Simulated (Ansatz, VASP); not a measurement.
Two plane-wave programs on CoO

```xyz
4
Lattice="-1.5080 1.5080 2.1073 3.0160 -3.0160 4.2145 1.5080 1.5080 -2.1073" Properties=species:S:1:pos:R:3 pbc="T T T"
Co    0.0000    0.0000    0.0000
Co    1.5080   -1.5080    2.1073
O     0.0000    0.0000    2.1073
O     1.5080   -1.5080    4.2145
```

Alike in both runs: task single point; functional PBE; k mesh 9 × 9 × 9; occupations gaussian, width 0.05 eV; collinear spin; Hubbard terms Co d U = 2.0 eV.

|  | VASP | Ansatz |
| --- | --- | --- |
| version | VASP 6.6.1 | Ansatz 0.2.0 |
| potentials or method | VASP PAW PBE potentials, release 64 (Co, O), cutoff 600 eV | scalar-relativistic, plane waves, PAW |
| valence electrons in the cell | 30 | 46 |

```tsv
	VASP	Ansatz	Ansatz less VASP
gap on the k mesh at the Fermi level (eV)	1.33	1.59	+0.261
least direct gap on the mesh (eV)	1.80	1.63	-0.167
pressure (GPa)	2.6	5.5	+2.87
net moment per atom (μB)	0.00	0.00	0.000
size of the moment on the site where the two differ most (μB)	2.58	2.47	-0.105
```

Site moments also hang on the region over which each program counts them. The programs project onto different local orbitals, so the same U acts differently, and such runs can settle in different states. VASP's potentials hold 30 valence electrons a cell and Ansatz's 46, so a difference there can come from the potentials and not from the codes.
